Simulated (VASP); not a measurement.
Ti: single point with r2SCAN+D4

The system is Ti.

```xyz
2
Lattice="2.9695 0.0000 0.0000 -1.4848 2.5717 0.0000 0.0000 0.0000 4.7110" Properties=species:S:1:pos:R:3 pbc="T T T"
Ti    1.4848    0.8572    3.5332
Ti    0.0000    1.7145    1.1777
```

| Property | Result |
| --- | --- |
| Program | VASP 6.6.1 |
| Task | single point |
| Functional | r2SCAN |
| Dispersion | D4 |
| Potentials or basis | VASP PAW PBE potentials, release 64 (Ti_sv) |
| Cutoff | 520 eV |
| k mesh | 10 × 10 × 6 |
| Occupations | fermi-dirac, width 0.05 eV |
| Spin | no spin polarisation |
| Dipole correction | no |
| Further INCAR settings | ALGO = Normal; EDIFF = 1e-06; NBANDS = 19 |

```json
{
 "Pressure": "-4.4 GPa",
 "Band gap on the k mesh": "zero (band 12 reaches 8.87 eV, above the bottom of band 13 at 7.67 eV)",
 "Dispersion energy per atom": "-0.065 eV"
}
```

Stress tensor (GPa, compression positive):
```
-4.22  0.00  0.00
 0.00 -4.22  0.00
 0.00  0.00 -4.76
```

Levels at points of the mesh, in eV from the Fermi level:
```csv
k point,band 9,band 10,band 11,band 12,band 13,band 14,band 15,band 16
"(0.00, 0.00, 0.00)",-6.53,-2.77,0.46,0.85,0.85,0.93,1.35,1.35
"(0.50, 0.00, 0.00)",-2.47,-2.17,-1.84,-0.86,0.62,0.66,1.21,3.40
"(0.00, 0.00, 0.50)",-4.64,-4.64,0.06,0.06,0.77,0.77,0.77,0.77
"(0.50, 0.00, 0.50)",-2.58,-2.58,-0.83,-0.83,1.16,1.16,1.85,1.85
```

Run time: 48 s on 1 thread of Intel(R) Xeon(R) 6975P-C (Granite Rapids), with other jobs on the host, peak memory 0.18 GiB.

Caveat: the PAW data sets were made with another functional, which shifts forces and pressure a little; pairwise dispersion overbinds metals, which lowers pressure and volume.
